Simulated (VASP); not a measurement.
Runs of VASP 6.6.1 on LiBr. The structure is that of space group Fm-3m (No. 225), or close to it. The cells are those of the table. 

| task | cell | k mesh | smearing | gap on the mesh (eV) | pressure (GPa) |
| --- | --- | --- | --- | --- | --- |
| relaxation of cell and atoms | relaxed from a = 3.890 Å, angles 60.0°, 2 atoms | 8 × 8 × 8 | gaussian 0.02 eV | 5.98 | 0.0 |
| single point | a = 3.875 Å, angles 60.0°, 2 atoms | 8 × 8 × 8 | gaussian 0.02 eV | 5.93 | -0.4 |
| single point | a = 3.795 Å, angles 60.0°, 2 atoms | 8 × 8 × 8 | gaussian 0.02 eV | (a) | 1.7 |
| single point | a = 3.890 Å, angles 60.0°, 2 atoms | 6 × 6 × 6 | gaussian 0.1 eV | 5.87 | -0.7 |
| single point | a = 3.951 Å, angles 60.0°, 2 atoms | 8 × 8 × 8 | gaussian 0.02 eV | 5.67 | (c) |
| single point | a = 3.835 Å, angles 60.0°, 2 atoms | 8 × 8 × 8 | gaussian 0.02 eV | (b) | 0.5 |
| single point | a = 3.913 Å, angles 60.0°, 2 atoms | 8 × 8 × 8 | gaussian 0.02 eV | 5.79 | -1.1 |

Alike in all rows: level r2SCAN; potentials or basis VASP PAW PBE potentials, release 64 (Li_sv, Br); no spin polarisation; cutoff (eV) 830.

**Question.** Fill in the values left out.

**Answer.** (a) 6.26; (b) 6.09; (c) -1.7.

Caveats: the PAW data sets were made with another functional, which shifts forces and pressure a little.

A k mesh can miss the band edges, and the runs leave out spin-orbit coupling on Br.
